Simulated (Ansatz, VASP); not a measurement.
AlN in VASP and in Ansatz

Contents of INCAR:

```
SYSTEM = AlN
ALGO = Normal
EDIFF = 1E-6
ENCUT = 520
ISIF = 2
ISMEAR = 0
LASPH = .TRUE.
LCHARG = .FALSE.
LREAL = .FALSE.
LWAVE = .FALSE.
NBANDS = 16
NELM = 60
PREC = Accurate
SIGMA = 0.02
```

File KPOINTS:

```
k-points
0
G
  9 9 6
  0 0 0
```

The input POSCAR:

```
AlN
1.0
    3.1138126658      0.0000000000      0.0000000000
   -1.5569063329      2.6966408712      0.0000000000
    0.0000000000      0.0000000000      4.9833864552
Al N
2 2
Direct
    0.3333333333      0.6666666667     -0.0009968573
    0.6666666667      0.3333333333      0.4990031427
    0.3333333333      0.6666666667      0.3809968573
    0.6666666667      0.3333333333      0.8809968573
```

Input for Ansatz:

```yaml
crystal:
  lattice:
    - [3.1138126658, 0.0, 0.0]
    - [-1.5569063329, 2.6966408712, 0.0]
    - [0.0, 0.0, 4.9833864552]
  atoms:
    - { symbol: Al, position: [0.3333333333, 0.6666666667, -0.0009968573] }
    - { symbol: Al, position: [0.6666666667, 0.3333333333, 0.4990031427] }
    - { symbol: "N", position: [0.3333333333, 0.6666666667, 0.3809968573] }
    - { symbol: "N", position: [0.6666666667, 0.3333333333, 0.8809968573] }
basis:
  ecutwfc: 420
kpoints:
  mp_grid: { grid: [9, 9, 6] }
  band_path:
    path:
      - [0.0, 0.0, 0.0]
      - [0.5, 0.0, 0.0]
      - [0.3333333333, 0.3333333333, 0.0]
      - [0.0, 0.0, 0.5]
      - [0.5, 0.0, 0.5]
      - [0.3333333333, 0.3333333333, 0.5]
    npoints: 1
hamiltonian:
  xc: lda
scf:
  occupations: { method: gaussian, width: 0.02 }
  n_extra_bands: 5
output:
  forces: true
  stress: true
  eigenvalues: true
  write_density: true
  write_potential: true
  elf: true
  volumetric_format: npy
```

Alike in both runs: task single point; functional LDA; k mesh 9 × 9 × 6; occupations gaussian, width 0.02 eV; no spin polarisation.

|  | VASP | Ansatz |
| --- | --- | --- |
| version | VASP 6.6.1 | Ansatz 0.2.0 |
| potentials or method | VASP PAW LDA potentials, release 64 (Al, N), cutoff 520 eV | scalar-relativistic, plane waves, PAW |
| valence electrons in the cell | 16 | 16 |

|  | VASP | Ansatz | Ansatz less VASP |
| --- | --- | --- | --- |
| gap on the k mesh at the Fermi level (eV) | 4.21 | 4.20 | -0.007 |
| least direct gap on the mesh (eV) | 4.21 | 4.20 | -0.007 |
| pressure (GPa) | -4.4 | -4.9 | -0.53 |
| traceless stress, the component that is largest in VASP (GPa) | 0.21 | 0.22 | +0.004 |
| rms of the force components (eV/Å) | 0.006 | 0.006 | +0.0001 |

LDA's correlation is that of Perdew and Zunger in VASP and of Perdew and Wang (1992) in Ansatz. Atom by atom the forces differ by 0.000 eV/Å (rms over components).
